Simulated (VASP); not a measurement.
Wanted: the native input for a VASP 6.6.1 run.

| Quantity | Value |
| --- | --- |
| Task | single point |
| Functional | PBE |
| Potentials or basis | VASP PAW PBE potentials, release 64 (Ca_sv) |
| Cutoff | 520 eV |
| k mesh | 6 × 6 × 6 |
| Occupations | fermi-dirac, width 0.1 eV |
| Spin | no spin polarisation |
| Dipole correction | no |
| Further INCAR settings | ALGO = Normal; EDIFF = 1e-06; NBANDS = 11 |

The structure of Ca lies in POSCAR:

```
Ca
1.0
    0.0000000000      2.7627089163      2.7627089163
    2.7627089163      0.0000000000      2.7627089163
    2.7627089163      2.7627089163      0.0000000000
Ca
1
Direct
    0.0000000000      0.0000000000      0.0000000000
```

One way to write it, as run:

INCAR

```
SYSTEM = Ca
  PREC = Accurate
  ENCUT = 520
  EDIFF = 1E-6
  ISMEAR = -1
  SIGMA = 0.1
  LREAL = .FALSE.
  LASPH = .TRUE.
  NELM = 100
  ALGO = Normal
  ISIF = 2
  LWAVE = .FALSE.
  LCHARG = .TRUE.
  GGA = PE
  LELF = .TRUE.
  LVHAR = .TRUE.
  NBANDS = 11
```

KPOINTS

```
regular mesh
0
G
  6 6 6
  0 0 0
```

Potentials or basis: VASP PAW PBE potentials, release 64 (Ca_sv).

Run with:

```bash
$ cat potpaw_PBE.64/Ca_sv/POTCAR > POTCAR
$ mpirun -np 1 vasp_std > vasp.out
```

It gave:

```json
{
  "Pressure": "0.0 GPa",
  "Band gap on the k mesh": "zero (band 5 reaches 1.97 eV, above the bottom of band 6 at 1.80 eV)"
}
```

Run time: 10 s on 1 thread of Intel Xeon 6975P-C, on a shared host, peak memory 0.16 GiB.
